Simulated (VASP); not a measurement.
NbSnSe4:

```xyz
6
Lattice="3.6200 0.0000 0.0000 -1.8100 3.1350 0.0000 0.0000 0.0000 12.9000" Properties=species:S:1:pos:R:3 pbc="T T T"
Nb    0.0000    2.0900    0.0000
Sn    0.0000    0.0000    6.4500
Se    1.8100    1.0450    8.0367
Se    0.0000    2.0900    4.8633
Se    0.0000    0.0000   11.2101
Se    0.0000    0.0000    1.6899
```

* Program: VASP 6.6.1
* Task: relaxation of cell and atoms
* Functional: PBE
* Potentials or basis: VASP PAW PBE potentials, release 64 (Nb_sv, Sn_d, Se)
* Cutoff: 500 eV
* k mesh: 4 × 4 × 1
* Occupations: gaussian, width 0.15 eV
* Spin: no spin polarisation

At the start: pressure 3.1 GPa; volume 24.40 Å³/atom.

Q: Where does the relaxation end?

A: Over 18 steps the energy falls by 39.3 meV/atom and the volume is 27.47 Å³/atom (+12.6 %); space group P3m1 (No. 156, to 0.1 Å) before and after.

The path:
```tsv
step	energy change (eV)	largest force (eV/Å)	pressure (GPa)	volume (Å³)
1	0.0000	0.9820	3.10	146.40
2	-0.1085	0.9574	-2.40	156.63
3	-0.1226	0.9084	-1.15	153.90
4	-0.1863	0.2599	-0.12	153.27
5	-0.1890	0.0869	0.16	153.11
6	-0.1941	0.1071	0.08	153.61
7	-0.1985	0.2799	-0.11	154.75
8	-0.2019	0.2532	0.08	154.90
9	-0.2075	0.1706	0.68	155.34
10	-0.2116	0.1649	0.54	156.10
11	-0.2208	0.1461	0.13	158.38
12	-0.2268	0.2514	-0.59	162.99
13	-0.2293	0.2351	-0.47	163.67
14	-0.2315	0.2113	-0.28	164.64
15	-0.2305	0.2123	0.11	166.59
16	-0.2319	0.1918	-0.14	165.34
17	-0.2337	0.1416	-0.03	165.19
18	-0.2358	0.0723	0.23	164.85
```

Final structure:
```cif
data_structure
_symmetry_space_group_name_H-M 'P 1'
_symmetry_Int_Tables_number 1
_cell_length_a 3.6820
_cell_length_b 3.6820
_cell_length_c 14.0402
_cell_angle_alpha 90.000
_cell_angle_beta 90.000
_cell_angle_gamma 120.000
_cell_volume 164.85
loop_
_atom_site_label
_atom_site_type_symbol
_atom_site_fract_x
_atom_site_fract_y
_atom_site_fract_z
_atom_site_occupancy
Nb1 Nb 0.33333 0.66667 0.00069 1
Sn1 Sn 0.00000 0.00000 0.49933 1
Se1 Se 0.66667 0.33333 0.61670 1
Se2 Se 0.33333 0.66667 0.38195 1
Se3 Se 0.00000 0.00000 0.88601 1
Se4 Se 0.00000 0.00000 0.11533 1
```

Caveat: the k points lie up to 0.49 Å⁻¹ apart in the final cell, too coarse for converged energies and pressures of a metal; this functional lacks dispersion, which binds the layers, so the pressure and a relaxed spacing across them are unreliable; the relaxation stopped at a loose force limit of 0.08 eV/Å, so its end isn't a converged minimum.
